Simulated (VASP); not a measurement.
Here is a VASP 6.6.1 calculation.

The input INCAR:

```
  PREC = Accurate
  ENCUT = 520
  EDIFF = 1E-6
  ISMEAR = 0
  SIGMA = 0.1
  LREAL = False
  LASPH = True
  NELM = 120
  ALGO = Normal
  ISIF = 2
  LWAVE = False
  LCHARG = False
  NBANDS = 26
  GGA_COMPAT = False
```

File KPOINTS:

```
regular mesh
0
Gamma
  3 3 5
```

The input POSCAR:

```
HC8
1.0
    2.4560580000      1.4180060000      6.6940220000
   -2.4560580000      1.4180060000      6.6940220000
    0.0000000000     -1.4180050000      3.3470110000
C H
8 1
Direct
    0.4180000398      0.4180000398      0.8359999639
    0.0819999602      0.0819999602      0.1640000361
    0.4180000398      0.9180000398      0.8359999639
    0.0819999602      0.5819999602      0.1640000361
    0.9180000398      0.4180000398      0.8359999639
    0.5819999602      0.0819999602      0.1640000361
    0.9180000398      0.9180000398      0.8359999639
    0.5819999602      0.5819999602      0.1640000361
   -0.1572253891      0.3427746109      0.7761170869
```

Potentials or basis: VASP PAW LDA potentials, release 64 (C, H).

Command:

```sh
$ cat potpaw_LDA.64/C/POTCAR potpaw_LDA.64/H/POTCAR > POTCAR
$ mpirun -np 1 vasp_std > vasp.out
```

(1) What does it give for the band gap on the k mesh?

(2) Estimate the largest force.

(3) What does it give for the pressure?

Answers

(1) zero (an odd number of electrons rules out a gap without spin polarisation).

(2) 3.627 eV/Å.

(3) 3.6 GPa.

Caveat: the k points lie up to 0.50 Å⁻¹ apart, too coarse for converged energies and pressures of a metal.
